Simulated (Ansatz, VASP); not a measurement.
**Sb in VASP and in Ansatz**

Contents of INCAR:

```
PREC = Accurate ; ENCUT = 600
EDIFF = 1E-6 ; ISMEAR = -1
SIGMA = 0.1 ; LREAL = F
LASPH = T ; NELM = 60
ALGO = Normal ; ISIF = 3
LWAVE = F ; LCHARG = F
GGA = PS ; IBRION = 2
NSW = 80 ; EDIFFG = -0.01
```

File KPOINTS:

```
Automatic mesh
0
Gamma
  12 12 12
```

The input POSCAR:

```
Sb
1.0
   -1.8941349331      1.8941349331      1.8941349331
    1.8941349331     -1.8941349331      1.8941349331
    1.8941349331      1.8941349331     -1.8941349331
Sb
1
Direct
    0.0000000000      0.0000000000      0.0000000000
```

Input for Ansatz:

```yaml
crystal:
  lattice:
    - [-1.8941349331, 1.8941349331, 1.8941349331]
    - [1.8941349331, -1.8941349331, 1.8941349331]
    - [1.8941349331, 1.8941349331, -1.8941349331]
  atoms:
    - { symbol: Sb, position: [0.0, 0.0, 0.0] }
hamiltonian:
  xc: pbesol
  pseudopotentials:
    kind: paw
    azcp:
      Sb: "pseudopotentials/Sb.paw.azcp"
basis:
  ecutwfc: 420
  fft_grid_basis: typed
kpoints:
  mp_grid: { grid: [12, 12, 12], shift: [0, 0, 0] }
magnetization:
  spin_polarized: false
scf:
  occupations: { method: fermi_dirac, width: 0.1 }
relax:
  max_steps: 60
  f_tol: 0.01
  cell: {}
```

Alike in both runs: task relaxation of cell and atoms; functional PBEsol; k mesh 12 × 12 × 12; occupations fermi-dirac, width 0.1 eV; no spin polarisation.

|  | VASP | Ansatz |
| --- | --- | --- |
| version | VASP 6.6.1 | Ansatz 0.2.0 |
| potentials or method | VASP PAW PBE potentials, release 64 (Sb), cutoff 600 eV | plane waves (420 eV) with PAW, scalar-relativistic |
| valence electrons in the cell | 5 | 15 |

```csv
,VASP,Ansatz,Ansatz less VASP
relaxed volume (Å³/atom),25.99,25.98,-0.005
relaxed cell length with the largest relative difference (Å),3.232,3.232,-0.0002
```

VASP's potentials were made for PBE, not for PBEsol, and Ansatz warns of the same on its side. VASP's potentials hold 5 valence electrons a cell and Ansatz's 15, so a difference there can come from the potentials and not from the codes.

Neither program's run includes spin-orbit coupling.
